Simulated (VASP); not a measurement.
A run of VASP 6.6.1 is set up as follows.

Contents of INCAR:

```
SYSTEM = VSi2
  ALGO = Normal
  EDIFF = 1E-7
  ENCUT = 520
  GGA = PE
  ISIF = 2
  ISMEAR = 0
  LASPH = .TRUE.
  LCHARG = .FALSE.
  LREAL = .FALSE.
  LWAVE = .FALSE.
  NBANDS = 42
  NELM = 60
  PREC = Accurate
  SIGMA = 0.1
```

KPOINTS

```
k-points
0
G
  12 12 6
  0 0 0
```

POSCAR

```
VSi2
1.0
    4.5650608526      0.0000000000      0.0000000000
   -2.2825304263      3.9534586682      0.0000000000
    0.0000000000      0.0000000000      6.3676457334
V Si
3 6
Direct
    0.0000000000      0.5000000000      0.1666666667
    0.5000000000      0.5000000000      0.8333333333
    0.5000000000      0.0000000000      0.5000000000
    0.8372033599      0.6744067197      0.5000000000
    0.1627966401      0.8372033599      0.8333333333
    0.6744067197      0.8372033599      0.1666666667
    0.1627966401      0.3255932803      0.5000000000
    0.8372033599      0.1627966401      0.8333333333
    0.3255932803      0.1627966401      0.1666666667
```

Potentials or basis: VASP PAW PBE potentials, release 64 (V_sv, Si).

Command:

```bash
$ cat potpaw_PBE.64/V_sv/POTCAR potpaw_PBE.64/Si/POTCAR > POTCAR
$ mpirun -np 1 vasp_std > vasp.out
```

Question: Predict the pressure.

Answer: 0.1 GPa.

Forces in eV/Å, atoms in the order of the input:
```
V    0.000  0.000  0.000
V    0.000  0.000  0.000
V    0.000  0.000  0.000
Si   0.000 -0.003  0.000
Si   0.002 -0.001  0.000
Si  -0.002 -0.001  0.000
Si   0.000  0.003  0.000
Si  -0.002  0.001  0.000
Si   0.002  0.001  0.000
```
